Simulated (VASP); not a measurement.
# Gd: single point with PBEsol

The system is Gd.

```
Gd
1.0
     0.00000    2.56263    2.56263
     2.56263    0.00000    2.56263
     2.56263    2.56263    0.00000
Gd
1
Cartesian
  0.0000 0.0000 0.0000
```

This isn't the form of Gd at room conditions, which is hcp.

```yaml
Program: VASP 6.6.1
Task: single point
Functional: PBEsol
Potentials_or_basis: VASP PAW PBE potentials, release 64 (Gd)
Cutoff: 520 eV
k_mesh: 10 × 10 × 10
Occupations: fermi-dirac, width 0.1 eV
Spin: collinear spin, ferromagnetic start
Starting_moments: "[7.0] μB"
```

- Pressure: -2.4 GPa
- Net moment: 7.42 μB per cell
- Site moments: Gd +6.90 μB
- Valence electrons inside the program's atomic spheres: Gd 15.19

Levels at points of the mesh, in eV from the Fermi level:
Spin up:
```tsv
k point	band 9	band 10	band 11	band 12	band 13	band 14	band 15	band 16	band 17	band 18
(0.00, 0.00, 0.00)	-4.64	-4.55	-4.55	-4.55	1.35	1.35	1.35	3.56	3.56	8.99
(0.50, 0.00, 0.00)	-4.56	-4.56	-4.54	-2.45	0.83	1.19	1.19	5.21	5.21	7.72
(0.50, 0.50, 0.00)	-4.58	-4.58	-4.56	-2.19	-1.41	2.32	5.24	5.70	5.70	7.99
```
Spin down:
| k point | band 1 | band 2 | band 3 | band 4 | band 5 | band 6 | band 7 | band 8 | band 9 | band 10 |
| --- | --- | --- | --- | --- | --- | --- | --- | --- | --- | --- |
| (0.00, 0.00, 0.00) | -42.02 | -19.89 | -19.89 | -19.89 | -4.29 | 0.34 | 0.53 | 0.53 | 0.53 | 0.79 |
| (0.50, 0.00, 0.00) | -41.95 | -20.71 | -19.99 | -19.99 | -1.62 | 0.37 | 0.55 | 0.55 | 0.57 | 0.72 |
| (0.50, 0.50, 0.00) | -41.92 | -20.65 | -20.18 | -20.18 | -1.51 | -0.53 | 0.57 | 0.58 | 0.58 | 0.58 |

Wall time 2 min on 1 thread of Intel(R) Xeon(R) Platinum 8488C (Sapphire Rapids), with other jobs on the host, peak memory 0.21 GiB.

Caveat: the PAW data sets were made with another functional, which shifts forces and pressure a little; spin-orbit coupling is left out, which moves the levels of the heavy elements; semilocal functionals describe open f shells poorly, which spoils levels, moments and volumes. The state reached can hang on the start; a lower one may exist.
